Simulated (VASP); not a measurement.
Input of a VASP 6.6.1 run:

Contents of INCAR:

```
ALGO = Normal
EDIFF = 1E-6
EDIFFG = -0.01
ENCUT = 600
GGA = PE
IBRION = 2
ISIF = 3
ISMEAR = -1
LASPH = T
LCHARG = F
LREAL = F
LWAVE = F
NELM = 80
NSW = 80
PREC = Accurate
SIGMA = 0.05
```

KPOINTS

```
k-points
0
Gamma
  16 16 9
```

The input POSCAR:

```
Ru
1.0
    2.7038900000      0.0000000000      0.0000000000
   -1.3519450000      2.3416374290      0.0000000000
    0.0000000000      0.0000000000      4.2816800000
Ru
2
Direct
    0.3333333333      0.6666666667      0.2500000000
    0.6666666667      0.3333333333      0.7500000000
```

Potentials or basis: VASP PAW PBE potentials, release 64 (Ru_pv).

Launch:

```bash
$ cat potpaw_PBE.64/Ru_pv/POTCAR > POTCAR
$ mpirun -np 1 vasp_std > vasp.out
```

Predict the band gap on the k mesh.

zero (band 14 reaches 14.14 eV, above the bottom of band 15 at 11.06 eV).

Predict the relaxed cell.

a = 2.722 Å, b = 2.722 Å, c = 4.288 Å, α = 90.00°, β = 90.00°, γ = 120.00°.

Predict the space group after relaxing (to 0.05 Å).

P6_3/mmc (No. 194).

The path:
```csv
step,energy change (eV),largest force (eV/Å),pressure (GPa),volume (Å³)
1,0.0000,0.0000,4.83,27.11
2,0.0424,0.0000,-12.26,28.74
3,-0.0065,0.0000,-0.22,27.54
4,-0.0065,0.0000,-0.16,27.53
5,-0.0065,0.0000,-0.07,27.52
6,-0.0066,0.0000,0.21,27.50
7,-0.0067,0.0000,0.11,27.51
8,-0.0067,0.0000,0.11,27.51
9,-0.0067,0.0000,0.16,27.50
10,-0.0067,0.0000,0.12,27.51
11,-0.0067,0.0000,0.12,27.51
12,-0.0067,0.0000,-0.30,27.54
13,-0.0067,0.0000,0.03,27.52
```

PBE usually gives volumes a little too large and moduli too small. Zero-point motion and thermal expansion aren't in these numbers.
